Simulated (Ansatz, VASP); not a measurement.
# AlO2: VASP beside Ansatz

```xyz
3
Lattice="1.6492 -2.7392 0.0000 1.6492 2.7392 0.0000 0.0000 0.0000 4.7367" Properties=species:S:1:pos:R:3 pbc="T T T"
Al    1.6492    0.0000    2.3684
O     1.6492    0.0000    4.0569
O     1.6492    0.0000    0.6798
```

Alike in both runs: task single point; functional PBE; k mesh 6 × 6 × 4; occupations gaussian, width 0.1 eV; collinear spin.

|  | VASP | Ansatz |
| --- | --- | --- |
| version | VASP 6.6.1 | Ansatz 0.2.0 |
| potentials or method | VASP PAW PBE potentials, release 64 (Al, O), cutoff 520 eV | scalar-relativistic, plane waves, PAW |
| valence electrons in the cell | 15 | 15 |

Ansatz gave:

| Property | Result |
| --- | --- |
| gap on the k mesh at the Fermi level (eV) | none |
| pressure (GPa) | 0.1 |
| traceless stress, the component that is largest in VASP (GPa) | 0.06 |
| rms of the force components (eV/Å) | 0.003 |
| net moment per atom (μB) | 0.00 |

**Question.** Estimate VASP's values.

**Answer.** gap on the k mesh at the Fermi level (eV): none; pressure (GPa): 0.4; traceless stress, the component that is largest in VASP (GPa): 1.04; rms of the force components (eV/Å): 0.100; net moment per atom (μB): 0.00.

Atom by atom the forces differ by 0.097 eV/Å (rms over components). A gap of «none» marks a metal or a gap that the smearing closes. Ansatz's warnings: seeded moment not kept.

The k mesh is coarse, so the values compare programs but aren't converged.
